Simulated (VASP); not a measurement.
Wanted: the native input for a VASP 6.6.1 run.

```yaml
Task: single point
Functional: r2SCAN
Potentials_or_basis: VASP PAW PBE potentials, release 64 (Al, Ga_d, N)
Cutoff: 520 eV
k_mesh: 8 × 8 × 6
Occupations: gaussian, width 0.05 eV
Spin: no spin polarisation
Dipole_correction: no
Further_INCAR_settings: ALGO = Normal; EDIFF = 1e-06; NBANDS = 21
```

Crystal: AlGaN2.

```
Al Ga N
1.0
     3.14088    0.00000    0.00000
     0.00000    3.14088    0.00000
     0.00000    0.00000    4.29112
Al Ga N
1 1 2
Direct
  0.50000 0.50000 0.50000
  0.00000 0.00000 0.00000
  0.50000 0.00000 0.73826
  0.00000 0.50000 0.26174
```

This cell differs from its parent crystal: strain +0.000 along x and y, -0.030 along z.

These files were run (other wordings do the same):

POSCAR

```
AlGaN2
1.0
    3.1408770487      0.0000000000      0.0000000000
    0.0000000000      3.1408770487      0.0000000000
    0.0000000000      0.0000000000      4.2911228018
Al Ga N
1 1 2
Direct
    0.5000000000      0.5000000000      0.5000000000
    0.0000000000      0.0000000000      0.0000000000
    0.5000000000      0.0000000000      0.7382648100
    0.0000000000      0.5000000000      0.2617351900
```

INCAR.step1

```
SYSTEM = AlGaN2
PREC = Accurate
ENCUT = 520
ISMEAR = 0
SIGMA = 0.05
LREAL = .FALSE.
LASPH = .TRUE.
NELM = 60
NBANDS = 21
GGA = PE
ALGO = Normal
EDIFF = 1E-4
LWAVE = .TRUE.
LCHARG = .FALSE.
```

INCAR.step2

```
SYSTEM = AlGaN2
PREC = Accurate
ENCUT = 520
EDIFF = 1E-6
ISMEAR = 0
SIGMA = 0.05
LREAL = .FALSE.
LASPH = .TRUE.
NELM = 60
ALGO = Normal
ISIF = 2
LWAVE = .FALSE.
LCHARG = .TRUE.
METAGGA = R2SCAN
LMIXTAU = .TRUE.
LELF = .TRUE.
LVHAR = .TRUE.
NBANDS = 21
ISTART = 1
```

KPOINTS

```
Automatic mesh
0
G
  8 8 6
  0 0 0
```

Potentials or basis: VASP PAW PBE potentials, release 64 (Al, Ga_d, N).

Run with:

```sh
$ cat potpaw_PBE.64/Al/POTCAR potpaw_PBE.64/Ga_d/POTCAR potpaw_PBE.64/N/POTCAR > POTCAR
$ cp INCAR.step1 INCAR
$ mpirun -np 1 vasp_std > vasp.out
$ cp INCAR.step2 INCAR
$ mpirun -np 1 vasp_std > vasp.out
```

It gave:

```
Pressure               : 6.4 GPa
Largest force          : 0.060 eV/Å
Band gap on the k mesh : 3.63 eV, direct
```

Caveat: the cell differs from its parent crystal (strain +0.000 along x and y, -0.030 along z); the PAW data sets were made with another functional, which shifts forces and pressure a little.

It took 4.7 min on 1 thread of AMD EPYC 7R43 64-Core Processor (Zen 3) (shared host), peak memory 0.15 GiB.
